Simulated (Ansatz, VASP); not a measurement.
# Two plane-wave programs on BaTiO3

File INCAR:

```
PREC     = Accurate       # precision mode
ENCUT    = 520            # plane-wave cutoff, eV
EDIFF    = 1E-8           # SCF threshold, eV
ISMEAR   = -1             # smearing method
SIGMA    = 0.03           # smearing width, eV
LREAL    = False          # projectors in reciprocal space
LASPH    = True           # aspherical terms in the spheres
NELM     = 60             # most SCF steps
ALGO     = Normal         # electronic algorithm
ISIF     = 2              # what is computed and relaxed
LWAVE    = False          # write WAVECAR
LCHARG   = False          # write CHGCAR
GGA      = PS             # functional
LEFG     = True         
NBANDS   = 28             # bands
```

File KPOINTS:

```
regular mesh
0
Gamma
  7 7 7
```

POSCAR

```
BaTiO3
1.0
    3.9998000000      0.0000000000      0.0000000000
    0.0000000000      3.9998000000      0.0000000000
    0.0000000000      0.0000000000      4.0983600000
Ba Ti O
1 1 3
Direct
    0.0000000000      0.0000000000      0.0000000000
    0.5000000000      0.5000000000      0.5000000000
    0.5000000000      0.5000000000      0.0000000000
    0.5000000000      0.0000000000      0.5000000000
    0.0000000000      0.5000000000      0.5000000000
```

Input for Ansatz:

```yaml
crystal:
  lattice:
    - [3.9998, 0.0, 0.0]
    - [0.0, 3.9998, 0.0]
    - [0.0, 0.0, 4.09836]
  atoms:
    - { symbol: Ba, position: [0.0, 0.0, 0.0] }
    - { symbol: Ti, position: [0.5, 0.5, 0.5] }
    - { symbol: O, position: [0.5, 0.5, 0.0] }
    - { symbol: O, position: [0.5, 0.0, 0.5] }
    - { symbol: O, position: [0.0, 0.5, 0.5] }
kpoints:
  mp_grid: { grid: [7, 7, 7] }
scf:
  occupations: { method: fermi_dirac, width: 0.03 }
hamiltonian:
  xc: pbesol
  pseudopotentials: { kind: paw }
output:
  forces: true
  stress: true
  eigenvalues: true
  efg: { contact_densities: true }
  write_density: true
  write_potential: true
  elf: true
  volumetric_format: npy
```

Change from the starting cell: zz strain of +2 %, PAW files.

Alike in both runs: task electric field gradients; functional PBEsol; k mesh 7 × 7 × 7; occupations fermi-dirac, width 0.03 eV; no spin polarisation.

```csv
,VASP,Ansatz
version,VASP 6.6.1,Ansatz 0.2.0
potentials or method,"VASP PAW PBE potentials, release 64 (Ba_sv, Ti_sv, O)","PAW with Ansatz's default frozen-core files, scalar-relativistic"
plane-wave cutoff (eV),520,420
valence electrons in the cell,40,40
```

```tsv
	VASP	Ansatz	Ansatz less VASP
gap on the k mesh at the Fermi level (eV)	1.70	1.76	+0.063
pressure (GPa)	-5.8	-7.5	-1.67
traceless stress, the component that is largest in VASP (GPa)	-2.69	-2.60	+0.093
size of Vzz on the site where it differs most (V/Å²)	21.0	22.0	+1.08
```

VASP's potentials were made for PBE, not for PBEsol.

Spin-orbit coupling is off throughout.
